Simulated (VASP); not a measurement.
# In (R-3m) in VASP: a series of runs

Aim: see how the results for In move with the level of theory and the settings. Levels: PBE, PBE+D3(BJ). Tasks: single point.

Program: VASP 6.6.1. These are calculated values, not measurements. Logs are shortened: lines on timing, memory, paths and dates and some standing lists are left out, and cuts for length are marked.

## 1. The cell of the first run

Symmetry: R-3m, No. 166, trigonal system. The conventional cell has a = 3.339 Å, b = 3.339 Å, c = 24.622 Å, α = 90.00°, β = 90.00°, γ = 120.00°. In (site symmetry -3m) has 12 In at 3.34 to 3.35 Å within 4.4 Å. In (site symmetry 3m) has 12 In at 3.34 to 3.35 Å within 4.4 Å.

## 2. Single point, PBE

The input, INCAR:

```
SYSTEM = In
PREC = Accurate
ENCUT = 500
EDIFF = 1E-6
ISMEAR = -4
SIGMA = 0.1
LREAL = .FALSE.
LASPH = .TRUE.
NELM = 120
ALGO = Normal
ISIF = 2
LWAVE = .FALSE.
LCHARG = .TRUE.
GGA = PE
LELF = .TRUE.
LVHAR = .TRUE.
NBANDS = 26
GGA_COMPAT = .FALSE.
```

The input, KPOINTS:

```
Automatic mesh
0
G
  6 6 6
  0 0 0
```

The input, POSCAR:

```
In
1.0
    1.6696368166      0.9639652655      8.2074632500
   -1.6696368166      0.9639652655      8.2074632500
    0.0000000000     -1.9279305310      8.2074632500
In
3
Direct
    0.0000000000      0.0000000000      0.0000000000
    0.7780122400      0.7780122400      0.7780122400
    0.2219877600      0.2219877600      0.2219877600
```

Potentials or basis: VASP PAW PBE potentials, release 64 (In_d).

Command:

```sh
> cat potpaw_PBE.64/In_d/POTCAR > POTCAR
> mpirun -np 1 vasp_std > vasp.out
```

OUTCAR:

```text
SYSTEM = In
   PREC = Accurate
   ENCUT = 500
   EDIFF = 1E-6
   ISMEAR = -4
   LREAL = .FALSE.
   LASPH = .TRUE.
   NELM = 120
   ISIF = 2
   GGA = PE

 ion  position               nearest neighbor table
   1  0.000  0.000  0.000-   2 3.35   3 3.35   2 3.35   2 3.35   3 3.35   3 3.35
   2  0.778  0.778  0.778-   3 3.34   3 3.34   3 3.34   1 3.35   1 3.35   1 3.35
   3  0.222  0.222  0.222-   2 3.34   2 3.34   2 3.34   1 3.35   1 3.35   1 3.35

  LATTYP: Found a trigonal (rhomboedric) cell.
 ALAT       =     8.4308581492
 COS(alpha) =     0.9215612875

  Lattice vectors:

 A1 = (   1.6696368166,   0.9639652655,   8.2074632500)
 A2 = (  -1.6696368166,   0.9639652655,   8.2074632500)
 A3 = (   0.0000000000,  -1.9279305310,   8.2074632500)

Analysis of symmetry for initial positions (statically):
=====================================================================
 Subroutine PRICEL returns:
 Original cell was already a primitive cell.

 Routine SETGRP: Setting up the symmetry group for a
 trigonal (rhombohedral) supercell.

 Subroutine GETGRP returns: Found 12 space group operations
 (whereof 12 operations were pure point group operations)
 out of a pool of 12 trial point group operations.

The static configuration has the point symmetry D_3d.

Analysis of symmetry for dynamics (positions and initial velocities):
=====================================================================
 Subroutine PRICEL returns:
 Original cell was already a primitive cell.

 Routine SETGRP: Setting up the symmetry group for a
 trigonal (rhombohedral) supercell.

 Subroutine GETGRP returns: Found 12 space group operations
 (whereof 12 operations were pure point group operations)
 out of a pool of 12 trial point group operations.

The dynamic configuration has the point symmetry D_3d.

 Subroutine INISYM returns: Found 12 space group operations
 (whereof 12 operations are pure point group operations),
 and found     1 'primitive' translations

----------------------------------------------------------------------------------------

                                     Primitive cell

  volume of cell :      79.2581

  direct lattice vectors                    reciprocal lattice vectors
[... 81 lines left out ...]
 SYSTEM =  In
   PREC   = accura    normal or accurate (medium, high low for compatibility)
   ISTART =      0    job   : 0-new  1-cont  2-samecut
   ICHARG =      2    charge: 1-file 2-atom 10-const
   ISPIN  =      1    spin polarized calculation?
   LNONCOLLINEAR =      F non collinear calculations
   LSORBIT =      F    spin-orbit coupling
   LASPH  =      T    aspherical Exc in radial PAW
   ENCUT  =  500.0 eV  36.75 Ry    6.06 a.u.  15.37 15.37 15.37*2*pi/ulx,y,z
   NELM   =    120;   NELMIN=  2; NELMDL= -5     # of ELM steps
   EDIFF  = 0.1E-05   stopping-criterion for ELM
   LREAL  =      F    real-space projection
   EDIFFG = 0.1E-04   stopping-criterion for IOM
   NSW    =      0    number of steps for IOM
   IBRION =     -1    ionic relax: 0-MD 1-quasi-New 2-CG
   NFREE  =      0    steps in history (QN), initial steepest desc. (CG)
   ISIF   =      2    stress and relaxation
   ISYM   =      2    0-nonsym 1-usesym 2-fastsym
   POTIM  = 0.5000    time-step for ionic-motion
   TEBEG  =    0.0;   TEEND  =   0.0 temperature during run
   PSTRESS=    0.0 pullay stress
   NELECT =      39.0000    total number of electrons
   NUPDOWN=      -1.0000    fix difference up-down
   EMIN   =  10.00;   EMAX   =-10.00  energy-range for DOS
   EFERMI =   0.00;   METHOD = LEGACY
   ISMEAR =    -4;   SIGMA  =   0.10  broadening in eV -4-tet -1-fermi 0-gaus
   EFERMI_NEDOS =   21; number of points for ismear=-14 and -15
   IALGO  =     38    algorithm
   IMIX   =      4    mixing-type and parameters
     AMIX     =   0.40;   BMIX     =  1.00
     AMIX_MAG =   1.60;   BMIX_MAG =  1.00
  volume/ion in A,a.u.               =      26.42       178.29
  Fermi-wavevector in a.u.,A,eV,Ry     =   1.292454  2.442384 22.727687  1.670438
  Thomas-Fermi vector in A             =   2.424161
   LORBIT       =      0    0 simple, 1 ext, 2 COOP (PROOUT), +10 PAW based schemes
   GGA     = PE    functional components
   LHFCALC =     F    Hartree Fock is set to
   AEXX    =    0.0000 exact exchange contribution
   IVDW    =     0    specifies the selected vdW correction
   LEPSILON=     F    determine dielectric tensor
   LRPA    =     F    only Hartree local field effects (RPA)
 non-spin polarized calculation
 Fermi weights with tetrahedron method witout Bloechl corrections
  energy-cutoff  :      500.00
  volume of cell :       79.26
 maximum number of plane-waves:      2032
 NGX is ok and might be reduce to    64
   NGX = 31   NGY = 31   NGZ = 31

 number of electron      38.9999997 magnetization

 Free energy of the ion-electron system (eV)
  ---------------------------------------------------
  ext. energy  EPLUGINS =         0.00000000
  ---------------------------------------------------
  free energy    TOTEN  =        -7.39612963 eV

  energy without entropy =       -7.39612963  energy(sigma->0) =       -7.39612963

 E-fermi :   7.5283     XC(G=0): -10.2072

 val. band max:        7.8552334432   @ k =   0.3333   0.1667   0.0000
 cond. band min:       7.1176620928   @ k =   0.5000   0.5000   0.0000
 fundamental gap:     -0.7375713504
 Fermi energy:         7.5283077143

 k-point     1 :       0.0000    0.0000    0.0000
  band No.  band energies     occupation
      1      -7.2530      2.00000
      2      -7.2447      2.00000
      3      -7.2097      2.00000
      4      -7.2097      2.00000
      5      -7.2067      2.00000
      6      -7.1854      2.00000
[... 685 lines left out ...]
     25      11.4191      0.00000
     26      12.9781      0.00000

 [... further k-points ...]
[... 5 lines left out ...]
  --------------------------------------------------------------------------------------
  -------------------------------------------------------------------------------------
  Total        0.9489837      0.9489837      1.2100468      0.0000000     -0.0000000      0.0000000
  in kB       19.1834071     19.1834071     24.4607147      0.0000000     -0.0000000      0.0000000
  external PRESSURE =      20.9425096 kB  Pullay stress =       0.0000000 kB

 VOLUME and BASIS-vectors are now :
 -----------------------------------------------------------------------------
  energy-cutoff  :      500.00
  volume of cell :       79.26
      direct lattice vectors                 reciprocal lattice vectors
     1.669636817  0.963965265  8.207463250     0.299466324  0.172896963  0.040613442
    -1.669636817  0.963965265  8.207463250    -0.299466324  0.172896963  0.040613442
     0.000000000 -1.927930531  8.207463250     0.000000000 -0.345793926  0.040613442

 POSITION                                       TOTAL-FORCE (eV/Angst)
 -----------------------------------------------------------------------------------
      0.00000      0.00000      0.00000         0.000000      0.000000     -0.000000
      0.00000      0.00000     19.15652         0.000000      0.000000     -0.000383
      0.00000      0.00000      5.46587         0.000000      0.000000      0.000383
 -----------------------------------------------------------------------------------
    total drift:                                0.000000      0.000000     -0.000000

  FREE ENERGIE OF THE ION-ELECTRON SYSTEM (eV)
  ---------------------------------------------------
  free  energy   TOTEN  =        -7.3961296340 eV

  energy  without entropy=       -7.3961296340  energy(sigma->0) =       -7.39612963
```

stdout:

```text
POSCAR found type information on POSCAR In
 POSCAR found :  1 types and       3 ions
 scaLAPACK will be used
 LDA part: xc-table for (Slater+PW92), standard interpolation
 POSCAR, INCAR and KPOINTS ok, starting setup
 FFT: planning ... GRIDC
 FFT: planning ... GRID_SOFT
 FFT: planning ... GRID
 WAVECAR not read
 entering main loop
 -----------------------------------------------------------------------------
|                                                                             |
|           W    W    AA    RRRRR   N    N  II  N    N   GGGG   !!!           |
|           W    W   A  A   R    R  NN   N  II  NN   N  G    G  !!!           |
|           W    W  A    A  R    R  N N  N  II  N N  N  G       !!!           |
|           W WW W  AAAAAA  RRRRR   N  N N  II  N  N N  G  GGG   !            |
|           WW  WW  A    A  R   R   N   NN  II  N   NN  G    G                |
|           W    W  A    A  R    R  N    N  II  N    N   GGGG   !!!           |
|                                                                             |
|     Tetrahedron method does not include variations of the Fermi             |
|     occupations, so forces and stress will be inaccurate. We suggest        |
|     using a different smearing scheme ISMEAR = 1 or 2 for metals in         |
|     relaxations.                                                            |
|                                                                             |
 -----------------------------------------------------------------------------
```

Run time: 6.3 min. Hardware: 1 thread of AMD EPYC 9R45 (Zen 5), shared host; peak memory 0.49 GiB.

Results:

```
Free energy            : -7.3961 eV
Pressure               : 2.1 GPa
Band gap on the k mesh : zero (an odd number of electrons rules out a gap without spin polarisation)
```

Stress tensor (GPa, compression positive):
```
1.92 0.00 0.00
0.00 1.92 0.00
0.00 0.00 2.45
```

Caveat: the k points lie up to 0.36 Å⁻¹ apart, too coarse for converged energies and pressures of a metal; spin-orbit coupling is left out, which moves the levels of the heavy elements.

(Continued in part 2 of 2.)
